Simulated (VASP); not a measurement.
The system is BaTiO3.

```
Ba Ti O
1.0
     3.99980    0.00000    0.00000
     0.00000    3.99980    0.00000
     0.00000    0.00000    4.01800
Ba Ti O
1 1 3
Direct
  0.00000 0.00000 0.00000
  0.50000 0.50000 0.49000
  0.50000 0.50000 0.01900
  0.50000 0.00000 0.51700
  0.00000 0.50000 0.51700
```

Base run:

| Property | Result |
| --- | --- |
| Program | VASP 6.6.1 |
| Functional | PBE |
| Potentials or basis | VASP PAW PBE potentials, release 64 (Ba_sv, Ti_sv, O) |
| Cutoff | 520 eV |
| k mesh | 6 × 6 × 6 |
| Occupations | gaussian, width 0.01 eV |
| Spin | no spin polarisation |
| Hubbard terms | Ti d U = 6.0 eV |

Its results: band gap on the k mesh 2.52 eV, indirect (least direct gap 2.84 eV); pressure 9.1 GPa; largest force 0.768 eV/Å.

The run is repeated on the same cell with these changes: hubbard terms from Ti d U = 6.0 eV to Ti d U = 1.5 eV. What comes out?

Band gap on the k mesh 1.94 eV, indirect (least direct gap 2.24 eV); pressure 5.4 GPa; largest force 0.123 eV/Å.

Caveats: spin-orbit coupling is left out, which moves the levels of the heavy elements.

A k mesh can miss the band edges.
